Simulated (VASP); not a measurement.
# W (P6_3/mmc) in VASP: further runs

The runs below take W through single point, relaxation of cell and atoms, with PBE.

Everything below comes from runs of VASP 6.6.1. Logs are shortened: lines on timing, memory, paths and dates and some standing lists are left out, and cuts for length are marked.

## Step 1: The cell of the first run

Symmetry: P6_3/mmc, No. 194, hexagonal system. Conventional cell: a = 2.777 Å, b = 2.777 Å, c = 4.951 Å, α = 90.00°, β = 90.00°, γ = 120.00°. Within 3.7 Å of W (site symmetry -6m2) lie 12 W at 2.78 to 2.95 Å.

This isn't the form of W at room conditions, which is bcc.

## Step 2: Single point, PBE

Contents of INCAR:

```
SYSTEM = W
PREC = Accurate
ENCUT = 520
EDIFF = 1E-7
ISMEAR = 0
SIGMA = 0.1
LREAL = .False.
LASPH = .True.
NELM = 100
ALGO = Fast
ISIF = 2
LWAVE = .False.
LCHARG = .False.
GGA = PE
NBANDS = 21
```

Contents of KPOINTS:

```
Automatic mesh
0
Gamma
  18 18 8
  0 0 0
```

Contents of POSCAR:

```
W
1.0
    2.7766609496      0.0000000000      0.0000000000
   -1.3883304748      2.4046589200      0.0000000000
    0.0000000000      0.0000000000      4.9508904352
W
2
Direct
    0.3333333333      0.6666666667      0.2500000000
    0.6666666667      0.3333333333      0.7500000000
```

Potentials or basis: VASP PAW PBE potentials, release 64 (W_sv).

The run is started by

```sh
> cat potpaw_PBE.64/W_sv/POTCAR > POTCAR
> mpirun -np 1 vasp_std > vasp.out
```

OUTCAR:

```text
SYSTEM = W
   PREC = Accurate
   ENCUT = 520
   EDIFF = 1E-7
   ISMEAR = 0
   LREAL = .False.
   LASPH = .True.
   NELM = 100
   ISIF = 2
   GGA = PE

 ion  position               nearest neighbor table
   1  0.333  0.667  0.250-   2 2.95   2 2.95   2 2.95   2 2.95   2 2.95   2 2.95
   2  0.667  0.333  0.750-   1 2.95   1 2.95   1 2.95   1 2.95   1 2.95   1 2.95

  LATTYP: Found a hexagonal cell.
 ALAT       =     2.7766609496
 C/A-ratio  =     1.7830374414

  Lattice vectors:

 A1 = (   2.7766609496,   0.0000000000,   0.0000000000)
 A2 = (  -1.3883304748,   2.4046589200,   0.0000000000)
 A3 = (   0.0000000000,   0.0000000000,   4.9508904352)

Analysis of symmetry for initial positions (statically):
=====================================================================
 Subroutine PRICEL returns:
 Original cell was already a primitive cell.

 Routine SETGRP: Setting up the symmetry group for a
 hexagonal supercell.

 Subroutine GETGRP returns: Found 24 space group operations
 (whereof 12 operations were pure point group operations)
 out of a pool of 24 trial point group operations.

The static configuration has the point symmetry D_3d.
 The point group associated with its full space group is D_6h.

Analysis of symmetry for dynamics (positions and initial velocities):
=====================================================================
 Subroutine PRICEL returns:
 Original cell was already a primitive cell.

 Routine SETGRP: Setting up the symmetry group for a
 hexagonal supercell.

 Subroutine GETGRP returns: Found 24 space group operations
 (whereof 12 operations were pure point group operations)
 out of a pool of 24 trial point group operations.

The dynamic configuration has the point symmetry D_3d.
 The point group associated with its full space group is D_6h.

 Subroutine INISYM returns: Found 24 space group operations
 (whereof 12 operations are pure point group operations),
 and found     1 'primitive' translations

----------------------------------------------------------------------------------------

                                     Primitive cell

  volume of cell :      33.0567

  direct lattice vectors                    reciprocal lattice vectors
     2.776660950  0.000000000  0.000000000     0.360144799  0.207929697  0.000000000
    -1.388330475  2.404658920  0.000000000     0.000000000  0.415859393  0.000000000
     0.000000000  0.000000000  4.950890435     0.000000000  0.000000000  0.201983868

  length of vectors
     2.776660950  2.776660950  4.950890435     0.415859393  0.415859393  0.201983868

  position of ions in fractional coordinates (direct lattice)
     0.333333333  0.666666667  0.250000000
     0.666666667  0.333333333  0.750000000

  ion indices of the primitive-cell ions
   primitive index   ion index
                 1           1
                 2           2

----------------------------------------------------------------------------------------

 KPOINTS: Automatic mesh

Automatic generation of k-mesh.
 Grid dimensions read from file:
 generate k-points for:   18   18    8

 Generating k-lattice:

  Cartesian coordinates                     Fractional coordinates (reciprocal lattice)
     0.020008044  0.011551650  0.000000000     0.055555556  0.000000000  0.000000000
     0.000000000  0.023103300  0.000000000     0.000000000  0.055555556  0.000000000
     0.000000000  0.000000000  0.025247983     0.000000000  0.000000000  0.125000000

  Length of vectors
     0.023103300  0.023103300  0.025247983

  Shift w.r.t. Gamma in fractional coordinates (k-lattice)
     0.000000000  0.000000000  0.000000000

 Subroutine IBZKPT returns following result:
 ===========================================

 Found    185 irreducible k-points:

 Following reciprocal coordinates:
            Coordinates               Weight
  0.000000  0.000000  0.000000      1.000000
  0.055556  0.000000  0.000000      6.000000
  0.111111  0.000000  0.000000      6.000000
  0.166667  0.000000  0.000000      6.000000
  0.222222  0.000000  0.000000      6.000000
  0.277778  0.000000  0.000000      6.000000
[... 16 lines left out ...]
  0.333333  0.111111  0.000000     12.000000
  0.388889  0.111111  0.000000     12.000000
 [... further k-points ...]
   k-points           NKPTS =    185   k-points in BZ     NKDIM =    185   number of bands    NBANDS=     21
   number of dos      NEDOS =    301   number of ions     NIONS =      2
   total plane-waves  NPLWV =  23040
   dimension x,y,z NGX =    24 NGY =   24 NGZ =   40
   dimension x,y,z NGXF=    48 NGYF=   48 NGZF=   80
   ions per type =               2
   NGX,Y,Z   is equivalent  to a cutoff of  14.37, 14.37, 13.43 a.u.
   NGXF,Y,Z  is equivalent  to a cutoff of  28.74, 28.74, 26.86 a.u.
 SYSTEM =  W
   PREC   = accura    normal or accurate (medium, high low for compatibility)
   ISTART =      0    job   : 0-new  1-cont  2-samecut
   ICHARG =      2    charge: 1-file 2-atom 10-const
   ISPIN  =      1    spin polarized calculation?
   LNONCOLLINEAR =      F non collinear calculations
   LSORBIT =      F    spin-orbit coupling
   LASPH  =      T    aspherical Exc in radial PAW
   ENCUT  =  520.0 eV  38.22 Ry    6.18 a.u.   5.16  5.16  9.21*2*pi/ulx,y,z
   NELM   =    100;   NELMIN=  2; NELMDL= -5     # of ELM steps
   EDIFF  = 0.1E-06   stopping-criterion for ELM
   LREAL  =      F    real-space projection
   EDIFFG = 0.1E-05   stopping-criterion for IOM
   NSW    =      0    number of steps for IOM
   IBRION =     -1    ionic relax: 0-MD 1-quasi-New 2-CG
   NFREE  =      0    steps in history (QN), initial steepest desc. (CG)
   ISIF   =      2    stress and relaxation
   ISYM   =      2    0-nonsym 1-usesym 2-fastsym
   POTIM  = 0.5000    time-step for ionic-motion
   TEBEG  =    0.0;   TEEND  =   0.0 temperature during run
   PSTRESS=    0.0 pullay stress
   NELECT =      28.0000    total number of electrons
   NUPDOWN=      -1.0000    fix difference up-down
   EMIN   =  10.00;   EMAX   =-10.00  energy-range for DOS
   EFERMI =   0.00;   METHOD = LEGACY
   ISMEAR =     0;   SIGMA  =   0.10  broadening in eV -4-tet -1-fermi 0-gaus
   EFERMI_NEDOS =   21; number of points for ismear=-14 and -15
   IALGO  =     68    algorithm
   IMIX   =      4    mixing-type and parameters
     AMIX     =   0.40;   BMIX     =  1.00
     AMIX_MAG =   1.60;   BMIX_MAG =  1.00
  volume/ion in A,a.u.               =      16.53       111.54
  Fermi-wavevector in a.u.,A,eV,Ry     =   1.548963  2.927115 32.644260  2.399285
  Thomas-Fermi vector in A             =   2.653838
   LORBIT       =      0    0 simple, 1 ext, 2 COOP (PROOUT), +10 PAW based schemes
   GGA     = PE    functional components
   LHFCALC =     F    Hartree Fock is set to
   AEXX    =    0.0000 exact exchange contribution
   IVDW    =     0    specifies the selected vdW correction
   LEPSILON=     F    determine dielectric tensor
   LRPA    =     F    only Hartree local field effects (RPA)
 non-spin polarized calculation
 RMM-DIIS sequential band-by-band and
 Gauss-broadening in eV      SIGMA  =   0.10
  energy-cutoff  :      520.00
  volume of cell :       33.06
 maximum number of plane-waves:       902
 NGX is ok and might be reduce to    24

 number of electron      28.0000002 magnetization

 Free energy of the ion-electron system (eV)
  ---------------------------------------------------
  ext. energy  EPLUGINS =         0.00000000
  ---------------------------------------------------
  free energy    TOTEN  =       -24.91008728 eV

  energy without entropy =      -24.89847388  energy(sigma->0) =      -24.90428058

 E-fermi :  10.4735     XC(G=0): -13.3879

 val. band max:       10.4611008212   @ k =   0.2778   0.2778   0.0000
 cond. band min:      10.4767902809   @ k =   0.3889   0.0000   0.3750
 fundamental gap:      0.0156894597
 Fermi energy:        10.4734719719

 k-point     1 :       0.0000    0.0000    0.0000
  band No.  band energies     occupation
      1     -63.2999      2.00000
      2     -63.2312      2.00000
      3     -28.0059      2.00000
      4     -27.1163      2.00000
      5     -26.9210      2.00000
      6     -26.9210      2.00000
[... 13 lines left out ...]
     20      14.7378      0.00000
     21      19.1893      0.00000

 k-point     2 :       0.0556    0.0000    0.0000
  band No.  band energies     occupation
      1     -63.2964      2.00000
      2     -63.2286      2.00000
      3     -27.9952      2.00000
      4     -27.1175      2.00000
      5     -26.9565      2.00000
      6     -26.9307      2.00000
[... 13 lines left out ...]
     20      15.0786      0.00000
     21      19.1705      0.00000

 k-point     3 :       0.1111    0.0000    0.0000
  band No.  band energies     occupation
      1     -63.2864      2.00000
      2     -63.2214      2.00000
      3     -27.9636      2.00000
      4     -27.1213      2.00000
      5     -27.0586      2.00000
      6     -26.9700      2.00000
[... 13 lines left out ...]
     20      15.8770      0.00000
     21      19.0914      0.00000

 k-point     4 :       0.1667    0.0000    0.0000
  band No.  band energies     occupation
      1     -63.2711      2.00000
      2     -63.2105      2.00000
      3     -27.9135      2.00000
      4     -27.2134      2.00000
      5     -27.1289      2.00000
      6     -27.1247      2.00000
[... 13 lines left out ...]
     20      16.8665      0.00000
     21      18.9201      0.00000

 k-point     5 :       0.2222    0.0000    0.0000
  band No.  band energies     occupation
      1     -63.2519      2.00000
      2     -63.1973      2.00000
      3     -27.8486      2.00000
      4     -27.4011      2.00000
      5     -27.3089      2.00000
      6     -27.1413      2.00000
[... 13 lines left out ...]
     20      17.9093      0.00000
     21      18.6647      0.00000
[... 382 lines left out ...]
     20      18.4537      0.00000
     21      19.5416      0.00000

 k-point    22 :       0.2778    0.1111    0.0000
  band No.  band energies     occupation
      1     -63.2054      2.00000
      2     -63.1682      2.00000
      3     -27.7661      2.00000
      4     -27.6802      2.00000
      5     -27.6734      2.00000
      6     -27.2063      2.00000
[... 13 lines left out ...]
     20      18.5583      0.00000
     21      20.5000      0.00000

 k-point    23 :       0.3333    0.1111    0.0000
  band No.  band energies     occupation
      1     -63.1890      2.00000
      2     -63.1597      2.00000
      3     -27.8974      2.00000
      4     -27.7929      2.00000
      5     -27.6008      2.00000
      6     -27.2583      2.00000
[... 13 lines left out ...]
     20      19.1163      0.00000
     21      21.1794      0.00000

 k-point    24 :       0.3889    0.1111    0.0000
  band No.  band energies     occupation
      1     -63.1775      2.00000
      2     -63.1549      2.00000
      3     -27.9820      2.00000
      4     -27.8658      2.00000
      5     -27.5434      2.00000
      6     -27.2919      2.00000
[... 13 lines left out ...]
     20      19.4784      0.00000
     21      20.3648      0.00000

 [... further k-points ...]

------------------------ aborting loop because EDIFF is reached ----------------------------------------

  FORCE on cell =-STRESS in cart. coord.  units (eV):
  Direction    XX          YY          ZZ          XY          YZ          ZX
  --------------------------------------------------------------------------------------
  -------------------------------------------------------------------------------------
  Total        0.1151262      0.1151262      0.0797429      0.0000000      0.0000000     -0.0000000
  in kB        5.5798836      5.5798836      3.8649409      0.0000000      0.0000000     -0.0000000
  external PRESSURE =       5.0082360 kB  Pullay stress =       0.0000000 kB

 VOLUME and BASIS-vectors are now :
 -----------------------------------------------------------------------------
  energy-cutoff  :      520.00
  volume of cell :       33.06
      direct lattice vectors                 reciprocal lattice vectors
     2.776660950  0.000000000  0.000000000     0.360144799  0.207929697  0.000000000
    -1.388330475  2.404658920  0.000000000     0.000000000  0.415859393  0.000000000
     0.000000000  0.000000000  4.950890435     0.000000000  0.000000000  0.201983868

 POSITION                                       TOTAL-FORCE (eV/Angst)
 -----------------------------------------------------------------------------------
     -0.00000      1.60311      1.23772         0.000000     -0.000000      0.000000
      1.38833      0.80155      3.71317        -0.000000      0.000000      0.000000
 -----------------------------------------------------------------------------------
    total drift:                               -0.000000      0.000000     -0.000000

  FREE ENERGIE OF THE ION-ELECTRON SYSTEM (eV)
  ---------------------------------------------------
  free  energy   TOTEN  =       -24.9100872769 eV

  energy  without entropy=      -24.8984738836  energy(sigma->0) =      -24.90428058
```

Run time: 4 min. Hardware: 1 thread of Intel Xeon 8259CL, shared host; peak memory 0.23 GiB.

Results:

| Item | Value |
| --- | --- |
| Free energy | -24.9101 eV |
| Pressure | 0.5 GPa |
| Band gap on the k mesh | zero (bands 14 and 15 overlap by 1.63 eV) |

Stress tensor (GPa, compression positive):
```
0.56 0.00 0.00
0.00 0.56 0.00
0.00 0.00 0.39
```

Caveat: spin-orbit coupling is left out, which moves the levels of the heavy elements.

## Step 3: Relaxation of cell and atoms, PBE

This run uses another cell than the first one: it holds 8 atoms, not 2.

Contents of INCAR:

```
  PREC = Accurate
  ENCUT = 600
  EDIFF = 1E-6
  ISMEAR = 0
  SIGMA = 0.1
  LREAL = False
  LASPH = True
  NELM = 60
  ALGO = Fast
  ISIF = 3
  LWAVE = False
  LCHARG = False
  GGA = PE
  IBRION = 2
  NSW = 100
  EDIFFG = -0.01
```

Contents of KPOINTS:

```
Automatic mesh
0
Gamma
  15 15 2
```

Contents of POSCAR:

```
W
1.0
    2.7715713813      0.0000000000      0.0000000000
   -1.3857856907      2.4002512246      0.0000000000
    0.0000000000      0.0000000000     20.5005331684
W
8
Direct
    0.0000000000      0.0000000000      0.0665705891
    0.0000000000      0.0000000000      0.5665705891
    0.0000000000      0.0000000000      0.4334294109
    0.0000000000      0.0000000000      0.9334294109
    0.3333333333      0.6666666667      0.1844497363
    0.6666666667      0.3333333333      0.6844497363
    0.3333333333      0.6666666667      0.3155502637
    0.6666666667      0.3333333333      0.8155502637
```

Potentials or basis: VASP PAW PBE potentials, release 64 (W_sv).

The run is started by

```sh
> cat potpaw_PBE.64/W_sv/POTCAR > POTCAR
> mpirun -np 1 vasp_std > vasp.out
```

Wall time 1.7 h (1 thread of Oxide Virtual Turin-like, shared host); peak memory 0.56 GiB.

It converged, with:

| Quantity | Value |
| --- | --- |
| Free energy | -96.1923 eV |
| Relaxed volume | 17.07 Å³/atom |
| Relaxed cell | a = 2.778 Å, b = 2.778 Å, c = 20.437 Å, α = 90.00°, β = 90.00°, γ = 120.00° |
| Space group after relaxing (to 0.1 Å) | P6_3/mmc (No. 194) |
| Energy gained by relaxing | 0.7 meV/atom |
| Ionic steps | 10 |
| Pressure after relaxing | 0.0 GPa |
| Band gap on the k mesh | zero (bands 56 and 57 overlap by 1.53 eV) |

Forces on the atoms (eV/Å):
```
W    0.000  0.000 -0.002
W    0.000  0.000 -0.002
W    0.000  0.000  0.002
W    0.000  0.000  0.002
W    0.000  0.000  0.003
W    0.000  0.000  0.003
W    0.000  0.000 -0.003
W    0.000  0.000 -0.003
```

The path:
```
step  energy change (eV)  largest force (eV/Å)  pressure (GPa)  volume (Å³)
   1              0.0000                0.1353            0.69       136.38
   2              0.0045                0.0499           -2.29       137.83
   3             -0.0027                0.1032           -0.46       136.93
   4             -0.0051                0.0370            0.02       136.55
   5             -0.0051                0.0330            0.01       136.54
   6             -0.0054                0.0217            0.07       136.53
   7             -0.0055                0.0217            0.08       136.53
   8             -0.0055                0.0094           -0.21       136.68
   9             -0.0055                0.0141           -0.08       136.61
  10             -0.0056                0.0030            0.01       136.56
```

Final structure:
```
W
1.0
     2.77768    0.00000    0.00000
    -1.38884    2.40554    0.00000
     0.00000    0.00000   20.43694
W
8
Direct
  0.00000 0.00000 0.06596
  0.00000 0.00000 0.56596
  0.00000 0.00000 0.43404
  0.00000 0.00000 0.93404
  0.33333 0.66667 0.18441
  0.66667 0.33333 0.68441
  0.33333 0.66667 0.31559
  0.66667 0.33333 0.81559
```

Levels at points of the mesh, in eV from the Fermi level:
```tsv
k point	band 52	band 53	band 54	band 55	band 56	band 57	band 58	band 59	band 60	band 61
(0.00, 0.00, 0.00)	-0.63	-0.60	-0.60	-0.44	-0.44	-0.36	-0.36	-0.21	-0.21	-0.15
(0.00, 0.00, 0.50)	-0.68	-0.52	-0.52	-0.52	-0.52	-0.28	-0.28	-0.28	-0.28	-0.11
```

Caveat: spin-orbit coupling is left out, which moves the levels of the heavy elements.
